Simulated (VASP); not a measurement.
# Si8Ni5 (Pm-3m) in VASP: notebook, part 2 of 2

VASP 6.6.1. The steps go on from the part before.

**3. Relaxation of volume and atoms at fixed shape, PBEsol**

This run uses another cell than the first one, of 12.32 Å³/atom.

INCAR

```
PREC = Accurate
ENCUT = 600
EDIFF = 1E-6
ISMEAR = 1
SIGMA = 0.1
LREAL = False
LASPH = True
NELM = 100
ALGO = Normal
ISIF = 8
LWAVE = False
LCHARG = False
GGA = PS
IBRION = 2
NSW = 80
EDIFFG = -0.01
```

KPOINTS

```
Automatic mesh
0
Gamma
  6 6 6
```

POSCAR

```
Si8Ni5
1.0
    5.4310000000      0.0000000000      0.0000000000
    0.0000000000      5.4310000000      0.0000000000
    0.0000000000      0.0000000000      5.4310000000
Ni Si
5 8
Direct
    0.0000000000      0.0000000000      0.0000000000
    0.0000000000      0.5000000000      0.5000000000
    0.5000000000      0.0000000000      0.5000000000
    0.5000000000      0.5000000000      0.0000000000
    0.5000000000      0.0000000000      0.0000000000
    0.2500000000      0.2500000000      0.2500000000
    0.7500000000      0.7500000000      0.7500000000
    0.2500000000      0.7500000000      0.7500000000
    0.7500000000      0.2500000000      0.2500000000
    0.7500000000      0.2500000000      0.7500000000
    0.2500000000      0.7500000000      0.2500000000
    0.7500000000      0.7500000000      0.2500000000
    0.2500000000      0.2500000000      0.7500000000
```

Potentials or basis: VASP PAW PBE potentials, release 64 (Ni, Si).

Started as:

```bash
$ cat potpaw_PBE.64/Ni/POTCAR potpaw_PBE.64/Si/POTCAR > POTCAR
$ mpirun -np 1 vasp_std > vasp.out
```

OUTCAR:

```text
PREC = Accurate
   ENCUT = 600
   EDIFF = 1E-6
   ISMEAR = 1
   LREAL = False
   LASPH = True
   NELM = 100
   ISIF = 8
   GGA = PS
   IBRION = 2
   NSW = 80
   EDIFFG = -0.01

 ion  position               nearest neighbor table
   1  0.000  0.000  0.000-   6 2.35   7 2.35   8 2.35   9 2.35  10 2.35  11 2.35  12 2.35  13 2.35
                             5 2.72   5 2.72
   2  0.000  0.500  0.500-   6 2.35   7 2.35   8 2.35   9 2.35  10 2.35  11 2.35  12 2.35  13 2.35

   3  0.500  0.000  0.500-   6 2.35   7 2.35   8 2.35   9 2.35  10 2.35  11 2.35  12 2.35  13 2.35
                             5 2.72   5 2.72
   4  0.500  0.500  0.000-   6 2.35   7 2.35   8 2.35   9 2.35  10 2.35  11 2.35  12 2.35  13 2.35
                             5 2.72   5 2.72
   5  0.500  0.000  0.000-   6 2.35   7 2.35   8 2.35   9 2.35  10 2.35  11 2.35  12 2.35  13 2.35
                             4 2.72   1 2.72   3 2.72   3 2.72   4 2.72   1 2.72
[... 229 lines left out ...]
  Total        4.1971302      4.1971302      4.1971302      0.0000000      0.0000000      0.0000000
  in kB       41.9781807     41.9781807     41.9781807      0.0000000      0.0000000      0.0000000
  external PRESSURE =      41.9781807 kB  Pullay stress =       0.0000000 kB
[... 175 lines left out ...]
--------------------------------------- Ionic step        5  -------------------------------------------

 number of electron      82.0000066 magnetization

 Free energy of the ion-electron system (eV)
  ---------------------------------------------------
  ext. energy  EPLUGINS =         0.00000000
  ---------------------------------------------------
  free energy    TOTEN  =       -81.56929462 eV

  energy without entropy =      -81.57352196  energy(sigma->0) =      -81.57070373

 E-fermi :  10.9763     XC(G=0): -12.0079

 val. band max:       10.9519154422   @ k =   0.1667   0.1667   0.1667
 cond. band min:      10.9955108778   @ k =   0.5000   0.5000   0.0000
 fundamental gap:      0.0435954356
 Fermi energy:        10.9762570355

 k-point     1 :       0.0000    0.0000    0.0000
  band No.  band energies     occupation
      1      -3.1470      2.00000
      2       0.8163      2.00000
      3       0.8163      2.00000
      4       0.8163      2.00000
      5       2.0507      2.00000
      6       2.7473      2.00000
[... 1069 lines left out ...]
  FREE ENERGIE OF THE ION-ELECTRON SYSTEM (eV)
  ---------------------------------------------------
  free  energy   TOTEN  =       -81.5692946195 eV

  energy  without entropy=      -81.5735219591  energy(sigma->0) =      -81.57070373

 reached required accuracy - stopping structural energy minimisation
```

CONTCAR:

```text
Si8Ni5
   1.00000000000000
     5.4616502943392247    0.0000000000000000    0.0000000000000000
     0.0000000000000000    5.4616502943392247    0.0000000000000000
     0.0000000000000000    0.0000000000000000    5.4616502943392247
  Ni              Si
     5     8
Direct
     0.0000000000000000    0.0000000000000000    0.0000000000000000
     0.0000000000000000    0.5000000000000000    0.5000000000000000
     0.5000000000000000    0.0000000000000000    0.5000000000000000
     0.5000000000000000    0.5000000000000000    0.0000000000000000
     0.5000000000000000    0.0000000000000000    0.0000000000000000
     0.2428952050693556    0.2571047949306444    0.2571047949306444
     0.7571047949306445    0.7428952050693555    0.7428952050693555
     0.2428952050693556    0.7428952050693555    0.7428952050693555
     0.7571047949306445    0.2571047949306444    0.2571047949306444
     0.7571047949306445    0.2571047949306444    0.7428952050693555
     0.2428952050693556    0.7428952050693555    0.2571047949306444
     0.7571047949306445    0.7428952050693555    0.2571047949306444
     0.2428952050693556    0.2571047949306444    0.7428952050693555

  0.00000000E+00  0.00000000E+00  0.00000000E+00
  0.00000000E+00  0.00000000E+00  0.00000000E+00
  0.00000000E+00  0.00000000E+00  0.00000000E+00
  0.00000000E+00  0.00000000E+00  0.00000000E+00
  0.00000000E+00  0.00000000E+00  0.00000000E+00
  0.00000000E+00  0.00000000E+00  0.00000000E+00
  0.00000000E+00  0.00000000E+00  0.00000000E+00
  0.00000000E+00  0.00000000E+00  0.00000000E+00
  0.00000000E+00  0.00000000E+00  0.00000000E+00
  0.00000000E+00  0.00000000E+00  0.00000000E+00
  0.00000000E+00  0.00000000E+00  0.00000000E+00
  0.00000000E+00  0.00000000E+00  0.00000000E+00
  0.00000000E+00  0.00000000E+00  0.00000000E+00
```

It took 11 min on 1 thread of Intel Xeon 6975P-C (Granite Rapids), shared host; peak memory 0.42 GiB.

Results:

```yaml
Free_energy: -81.5693 eV
Relaxed_volume: 12.53 Å³/atom
Relaxed_cell: a = 5.462 Å, b = 5.462 Å, c = 5.462 Å, α = 90.00°, β = 90.00°, γ = 90.00°
Space_group_after_relaxing_to_0.1_Å: Pm-3m (No. 221)
Energy_gained_by_relaxing: 27.9 meV/atom
Ionic_steps: 5
Pressure_after_relaxing: 0.0 GPa
Band_gap_on_the_k_mesh: zero (bands 41 and 42 overlap by 0.99 eV)
```

Step by step:
```csv
step,energy change (eV),largest force (eV/Å),pressure (GPa),volume (Å³)
1,0.0000,1.2644,4.20,160.19
2,-0.2891,0.0812,-4.58,167.79
3,-0.3069,0.3116,-2.97,166.18
4,-0.3574,0.1029,0.97,161.98
5,-0.3624,0.0008,0.03,162.92
```

Final structure:
```cif
data_structure
_symmetry_space_group_name_H-M 'P 1'
_symmetry_Int_Tables_number 1
_cell_length_a 5.4617
_cell_length_b 5.4617
_cell_length_c 5.4617
_cell_angle_alpha 90.000
_cell_angle_beta 90.000
_cell_angle_gamma 90.000
_cell_volume 162.92
loop_
_atom_site_label
_atom_site_type_symbol
_atom_site_fract_x
_atom_site_fract_y
_atom_site_fract_z
_atom_site_occupancy
Ni1 Ni 0.00000 0.00000 0.00000 1
Ni2 Ni 0.00000 0.50000 0.50000 1
Ni3 Ni 0.50000 0.00000 0.50000 1
Ni4 Ni 0.50000 0.50000 0.00000 1
Ni5 Ni 0.50000 0.00000 0.00000 1
Si1 Si 0.24290 0.25710 0.25710 1
Si2 Si 0.75710 0.74290 0.74290 1
Si3 Si 0.24290 0.74290 0.74290 1
Si4 Si 0.75710 0.25710 0.25710 1
Si5 Si 0.75710 0.25710 0.74290 1
Si6 Si 0.24290 0.74290 0.25710 1
Si7 Si 0.75710 0.74290 0.25710 1
Si8 Si 0.24290 0.25710 0.74290 1
```

Levels at points of the mesh, in eV from the Fermi level:
```tsv
k point	band 38	band 39	band 40	band 41	band 42	band 43	band 44	band 45
(0.00, 0.00, 0.00)	-1.57	-0.91	-0.36	-0.36	-0.36	0.59	1.29	1.29
(0.50, 0.00, 0.00)	-1.62	-1.62	-1.57	-0.73	-0.70	-0.13	1.32	1.45
(0.50, 0.50, 0.00)	-1.51	-1.40	-1.36	0.02	0.65	0.65	0.71	1.02
(0.50, 0.50, 0.50)	-0.79	-0.79	0.19	0.19	1.04	1.10	1.10	1.10
```

Caveat: the PAW data sets were made with another functional, which shifts forces and pressure a little. Spin polarisation is off, so any magnetic state and its effect on volume and gap are missing.
